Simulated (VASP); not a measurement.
Write the native input for VASP 6.6.1 that does the following.

| Property | Result |
| --- | --- |
| Task | single point |
| Functional | PBEsol |
| Potentials or basis | VASP PAW PBE potentials, release 64 (Al, Os) |
| Cutoff | 520 eV |
| k mesh | 10 × 10 × 10 |
| Occupations | fermi-dirac, width 0.08 eV |
| Spin | no spin polarisation |
| Dipole correction | no |
| Further INCAR settings | ALGO = Normal; EDIFF = 1e-06; NBANDS = 12 |

The structure of AlOs lies in POSCAR:

```
AlOs
1.0
    2.9933143506      0.0000000000      0.0000000000
    0.0000000000      2.9933143506      0.0000000000
    0.0000000000      0.0000000000      2.9933143506
Al Os
1 1
Direct
    0.0000000000      0.0000000000      0.0000000000
    0.5000000000      0.5000000000      0.5000000000
```

The input as run:

INCAR

```
SYSTEM = AlOs
ALGO = Normal ; EDIFF = 1E-6
ENCUT = 520 ; GGA = PS
ISIF = 2 ; ISMEAR = -1
LASPH = .TRUE. ; LCHARG = .FALSE.
LREAL = .FALSE. ; LWAVE = .FALSE.
NBANDS = 12 ; NELM = 60
PREC = Accurate ; SIGMA = 0.08
```

KPOINTS

```
k-points
0
G
  10 10 10
  0 0 0
```

Potentials or basis: VASP PAW PBE potentials, release 64 (Al, Os).

Launch:

```bash
$ cat potpaw_PBE.64/Al/POTCAR potpaw_PBE.64/Os/POTCAR > POTCAR
$ mpirun -np 1 vasp_std > vasp.out
```

It gave:

* Pressure: 0.5 GPa

Caveat: the PAW data sets were made with another functional, which shifts forces and pressure a little.

Run time: 10 s on 1 thread of AMD EPYC 7R13 Processor (Zen 3), on a shared host, peak memory 0.12 GiB.
